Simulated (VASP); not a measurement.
Set up this calculation in VASP 6.6.1, as the native input.

- Task: single point
- Functional: PBEsol
- Potentials or basis: VASP PAW PBE potentials, release 64 (Si)
- Cutoff: 500 eV
- k mesh: 6 × 6 × 6
- Occupations: gaussian, width 0.1 eV
- Spin: no spin polarisation
- Dipole correction: no
- Further INCAR settings: ALGO = Normal; EDIFF = 1e-06; NBANDS = 11

The structure of Si lies in POSCAR:

```
Si
1.0
    0.0000000000      2.7155000000      2.7155000000
    2.7155000000      0.0000000000      2.7155000000
    2.7155000000      2.7155000000      0.0000000000
Si
2
Direct
    0.0000000000      0.0000000000      0.0000000000
    0.2500000000      0.2500000000      0.2500000000
```

The input as run:

INCAR

```
ALGO = Normal
EDIFF = 1E-6
ENCUT = 500
GGA = PS
GGA_COMPAT = F
ISIF = 2
ISMEAR = 0
LASPH = T
LCHARG = F
LREAL = F
LWAVE = F
NBANDS = 11
NELM = 120
PREC = Accurate
SIGMA = 0.1
```

KPOINTS

```
k-points
0
Gamma
  6 6 6
```

Potentials or basis: VASP PAW PBE potentials, release 64 (Si).

Command:

```console
$ cat potpaw_PBE.64/Si/POTCAR > POTCAR
$ mpirun -np 1 vasp_std > vasp.out
```

It gave:

The pressure is 0.3 GPa. The band gap on the k mesh is 0.58 eV (least direct gap 2.51 eV).

Caveat: semilocal functionals underestimate gaps, and a narrow one can read as zero; the PAW data sets were made with another functional, which shifts forces and pressure a little.

It took 10 s on 1 thread of Intel Xeon 8259CL, on a shared host, peak memory 0.14 GiB.
